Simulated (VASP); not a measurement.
# Hf (Im-3m) in VASP: notebook, part 2 of 2

VASP 6.6.1. The steps go on from the part before.

## Step 4: Single point, PBEsol (volume scaled by 1.08)

The input, INCAR:

```
PREC     = Accurate       # precision mode
ENCUT    = 520            # plane-wave cutoff, eV
EDIFF    = 1E-6           # SCF threshold, eV
ISMEAR   = -1             # smearing method
SIGMA    = 0.1            # smearing width, eV
LREAL    = False          # projectors in reciprocal space
LASPH    = True           # aspherical terms in the spheres
NELM     = 60             # most SCF steps
ALGO     = Normal         # electronic algorithm
ISIF     = 2              # what is computed and relaxed
LWAVE    = False          # write WAVECAR
LCHARG   = False          # write CHGCAR
GGA      = PS             # functional
NBANDS   = 11             # bands
```

The input, KPOINTS:

```
Automatic mesh
0
Gamma
  14 14 14
```

The input, POSCAR:

```
Hf
1.0
   -1.7914470446      1.7914470446      1.7914470446
    1.7914470446     -1.7914470446      1.7914470446
    1.7914470446      1.7914470446     -1.7914470446
Hf
1
Direct
    0.0000000000      0.0000000000      0.0000000000
```

Potentials or basis: VASP PAW PBE potentials, release 64 (Hf_pv).

On the command line:

```
> cat potpaw_PBE.64/Hf_pv/POTCAR > POTCAR
> mpirun -np 1 vasp_std > vasp.out
```

OUTCAR:

```text
PREC = Accurate
   ENCUT = 520
   EDIFF = 1E-6
   ISMEAR = -1
   LREAL = False
   LASPH = True
   NELM = 60
   ISIF = 2
   GGA = PS

 ion  position               nearest neighbor table
   1  0.000  0.000  0.000-

  LATTYP: Found a body centered cubic cell.
 ALAT       =     3.5828940892

  Lattice vectors:

 A1 = (  -1.7914470446,   1.7914470446,   1.7914470446)
 A2 = (   1.7914470446,  -1.7914470446,   1.7914470446)
 A3 = (   1.7914470446,   1.7914470446,  -1.7914470446)

Analysis of symmetry for initial positions (statically):
=====================================================================
 Subroutine PRICEL returns:
 Original cell was already a primitive cell.

 Routine SETGRP: Setting up the symmetry group for a
 body centered cubic supercell.

 Subroutine GETGRP returns: Found 48 space group operations
 (whereof 48 operations were pure point group operations)
 out of a pool of 48 trial point group operations.

The static configuration has the point symmetry O_h .

Analysis of symmetry for dynamics (positions and initial velocities):
=====================================================================
 Subroutine PRICEL returns:
 Original cell was already a primitive cell.

 Routine SETGRP: Setting up the symmetry group for a
 body centered cubic supercell.

 Subroutine GETGRP returns: Found 48 space group operations
 (whereof 48 operations were pure point group operations)
 out of a pool of 48 trial point group operations.

The dynamic configuration has the point symmetry O_h .

 Subroutine INISYM returns: Found 48 space group operations
 (whereof 48 operations are pure point group operations),
 and found     1 'primitive' translations

----------------------------------------------------------------------------------------

                                     Primitive cell

  volume of cell :      22.9970

  direct lattice vectors                    reciprocal lattice vectors
    -1.791447045  1.791447045  1.791447045     0.000000000  0.279103980  0.279103980
     1.791447045 -1.791447045  1.791447045     0.279103980  0.000000000  0.279103980
     1.791447045  1.791447045 -1.791447045     0.279103980  0.279103980  0.000000000

  length of vectors
     3.102877300  3.102877300  3.102877300     0.394712634  0.394712634  0.394712634

  position of ions in fractional coordinates (direct lattice)
     0.000000000  0.000000000  0.000000000

  ion indices of the primitive-cell ions
   primitive index   ion index
                 1           1

----------------------------------------------------------------------------------------

 KPOINTS: Automatic mesh

Automatic generation of k-mesh.
 Grid dimensions read from file:
 generate k-points for:   14   14   14

 Generating k-lattice:

  Cartesian coordinates                     Fractional coordinates (reciprocal lattice)
     0.000000000  0.019935999  0.019935999     0.071428571  0.000000000  0.000000000
     0.019935999  0.000000000  0.019935999     0.000000000  0.071428571  0.000000000
     0.019935999  0.019935999  0.000000000     0.000000000  0.000000000  0.071428571

  Length of vectors
     0.028193760  0.028193760  0.028193760

  Shift w.r.t. Gamma in fractional coordinates (k-lattice)
     0.000000000  0.000000000  0.000000000

 Subroutine IBZKPT returns following result:
 ===========================================

 Found    104 irreducible k-points:

 Following reciprocal coordinates:
            Coordinates               Weight
  0.000000  0.000000  0.000000      1.000000
  0.071429  0.000000  0.000000     12.000000
  0.142857  0.000000  0.000000     12.000000
  0.214286  0.000000  0.000000     12.000000
  0.285714  0.000000  0.000000     12.000000
  0.357143  0.000000  0.000000     12.000000
[... 16 lines left out ...]
  0.285714  0.285714  0.000000     24.000000
  0.357143  0.285714  0.000000     24.000000
 [... further k-points ...]
   k-points           NKPTS =    104   k-points in BZ     NKDIM =    104   number of bands    NBANDS=     11
   number of dos      NEDOS =    301   number of ions     NIONS =      1
   total plane-waves  NPLWV =  13824
   dimension x,y,z NGX =    24 NGY =   24 NGZ =   24
   dimension x,y,z NGXF=    48 NGYF=   48 NGZF=   48
   ions per type =               1
   NGX,Y,Z   is equivalent  to a cutoff of  12.86, 12.86, 12.86 a.u.
   NGXF,Y,Z  is equivalent  to a cutoff of  25.72, 25.72, 25.72 a.u.
 SYSTEM =  unknown system
   PREC   = accura    normal or accurate (medium, high low for compatibility)
   ISTART =      0    job   : 0-new  1-cont  2-samecut
   ICHARG =      2    charge: 1-file 2-atom 10-const
   ISPIN  =      1    spin polarized calculation?
   LNONCOLLINEAR =      F non collinear calculations
   LSORBIT =      F    spin-orbit coupling
   LASPH  =      T    aspherical Exc in radial PAW
   ENCUT  =  520.0 eV  38.22 Ry    6.18 a.u.   5.77  5.77  5.77*2*pi/ulx,y,z
   NELM   =     60;   NELMIN=  2; NELMDL= -5     # of ELM steps
   EDIFF  = 0.1E-05   stopping-criterion for ELM
   LREAL  =      F    real-space projection
   EDIFFG = 0.1E-04   stopping-criterion for IOM
   NSW    =      0    number of steps for IOM
   IBRION =     -1    ionic relax: 0-MD 1-quasi-New 2-CG
   NFREE  =      0    steps in history (QN), initial steepest desc. (CG)
   ISIF   =      2    stress and relaxation
   ISYM   =      2    0-nonsym 1-usesym 2-fastsym
   POTIM  = 0.5000    time-step for ionic-motion
   TEBEG  =    0.0;   TEEND  =   0.0 temperature during run
   PSTRESS=    0.0 pullay stress
   NELECT =      10.0000    total number of electrons
   NUPDOWN=      -1.0000    fix difference up-down
   EMIN   =  10.00;   EMAX   =-10.00  energy-range for DOS
   EFERMI =   0.00;   METHOD = LEGACY
   ISMEAR =    -1;   SIGMA  =   0.10  broadening in eV -4-tet -1-fermi 0-gaus
   EFERMI_NEDOS =   21; number of points for ismear=-14 and -15
   IALGO  =     38    algorithm
   IMIX   =      4    mixing-type and parameters
     AMIX     =   0.40;   BMIX     =  1.00
     AMIX_MAG =   1.60;   BMIX_MAG =  1.00
  volume/ion in A,a.u.               =      23.00       155.19
  Fermi-wavevector in a.u.,A,eV,Ry     =   1.240274  2.343777 20.929554  1.538279
  Thomas-Fermi vector in A             =   2.374721
   LORBIT       =      0    0 simple, 1 ext, 2 COOP (PROOUT), +10 PAW based schemes
   GGA     = PS    functional components
   LHFCALC =     F    Hartree Fock is set to
   AEXX    =    0.0000 exact exchange contribution
   IVDW    =     0    specifies the selected vdW correction
   LEPSILON=     F    determine dielectric tensor
   LRPA    =     F    only Hartree local field effects (RPA)
 non-spin polarized calculation
  energy-cutoff  :      520.00
  volume of cell :       23.00
 maximum number of plane-waves:       632
   NGX = 11   NGY = 11   NGZ = 11

 number of electron      10.0000003 magnetization

 Free energy of the ion-electron system (eV)
  ---------------------------------------------------
  ext. energy  EPLUGINS =         0.00000000
  ---------------------------------------------------
  free energy    TOTEN  =       -10.32282155 eV

  energy without entropy =      -10.25600069  energy(sigma->0) =      -10.28941112

 E-fermi :   4.2289     XC(G=0): -11.2659

 val. band max:        4.2117514226   @ k =   0.2857   0.0714   0.0000
 cond. band min:       4.2293085101   @ k =   0.2857   0.2143  -0.0000
 fundamental gap:      0.0175570876
 Fermi energy:         4.2289141840

 k-point     1 :       0.0000    0.0000    0.0000
  band No.  band energies     occupation
      1     -25.6552      2.00000
      2     -25.6552      2.00000
      3     -25.6552      2.00000
      4      -2.7188      2.00000
      5       5.7211      0.00000
      6       5.7211      0.00000
      7       5.7211      0.00000
      8       8.4356      0.00000
      9       8.4356      0.00000
     10      17.4234      0.00000
     11      17.4234      0.00000
[... 309 lines left out ...]
 k-point    24 :       0.3571    0.2857    0.0000
  band No.  band energies     occupation
      1     -26.2295      2.00000
      2     -26.1147      2.00000
      3     -25.7485      2.00000
      4       2.5941      2.00000
      5       3.6343      1.99478
      6       3.8905      1.93440
      7       8.5616      0.00000
      8       9.0440      0.00000
      9      11.4395      0.00000
     10      13.9187      0.00000
     11      15.3117      0.00000

 [... further k-points ...]

------------------------ aborting loop because EDIFF is reached ----------------------------------------

  FORCE on cell =-STRESS in cart. coord.  units (eV):
  Direction    XX          YY          ZZ          XY          YZ          ZX
  --------------------------------------------------------------------------------------
  -------------------------------------------------------------------------------------
  Total       -1.0508325     -1.0508325     -1.0508325      0.0000000     -0.0000000      0.0000000
  in kB      -73.2102940    -73.2102940    -73.2102940      0.0000000     -0.0000000      0.0000000
  external PRESSURE =     -73.2102940 kB  Pullay stress =       0.0000000 kB

 VOLUME and BASIS-vectors are now :
 -----------------------------------------------------------------------------
  energy-cutoff  :      520.00
  volume of cell :       23.00
      direct lattice vectors                 reciprocal lattice vectors
    -1.791447045  1.791447045  1.791447045     0.000000000  0.279103980  0.279103980
     1.791447045 -1.791447045  1.791447045     0.279103980  0.000000000  0.279103980
     1.791447045  1.791447045 -1.791447045     0.279103980  0.279103980  0.000000000

 POSITION                                       TOTAL-FORCE (eV/Angst)
 -----------------------------------------------------------------------------------
      0.00000      0.00000      0.00000         0.000000      0.000000      0.000000
 -----------------------------------------------------------------------------------
    total drift:                                0.000000      0.000000      0.000000

  FREE ENERGIE OF THE ION-ELECTRON SYSTEM (eV)
  ---------------------------------------------------
  free  energy   TOTEN  =       -10.3228215477 eV

  energy  without entropy=      -10.2560006903  energy(sigma->0) =      -10.28941112
```

It took 19 s on 1 thread of Intel Xeon 8259CL, shared host; peak memory 0.15 GiB.

Results:

* Free energy: -10.3228 eV
* Pressure: -7.3 GPa
* Band gap on the k mesh: zero (band 5 reaches 5.72 eV, above the bottom of band 6 at 3.51 eV)

Levels at points of the mesh, in eV from the Fermi level:
```tsv
k point	band 2	band 3	band 4	band 5	band 6	band 7	band 8	band 9
(0.00, 0.00, 0.00)	-29.88	-29.88	-6.95	1.49	1.49	1.49	4.21	4.21
(0.50, 0.00, 0.00)	-30.13	-29.89	-3.29	-0.46	1.00	4.01	4.99	7.37
(0.50, 0.50, 0.50)	-30.41	-30.41	-2.45	-2.45	6.58	6.58	6.58	7.02
```

Caveat: the PAW data sets were made with another functional, which shifts forces and pressure a little; spin-orbit coupling is left out, which moves the levels of the heavy elements.

## Step 5: The runs side by side

```csv
cell,gap on the mesh (eV),pressure (GPa)
"a = 3.024 Å, angles 109.5°, 1 atom",none,-0.1
"a = 3.064 Å, angles 109.5°, 1 atom",none,-4.0
"a = 3.103 Å, angles 109.5°, 1 atom",none,-7.3
```

Alike in all rows: task single point; level PBEsol; potentials or basis VASP PAW PBE potentials, release 64 (Hf_pv); no spin polarisation; k mesh 14 × 14 × 14; cutoff (eV) 520; smearing fermi-dirac 0.1 eV.

Caveats: the PAW data sets were made with another functional, which shifts forces and pressure a little; spin-orbit coupling is left out, which moves the levels of the heavy elements.

Total energies depend on the potentials used, so only differences within one code and one set of settings carry meaning.
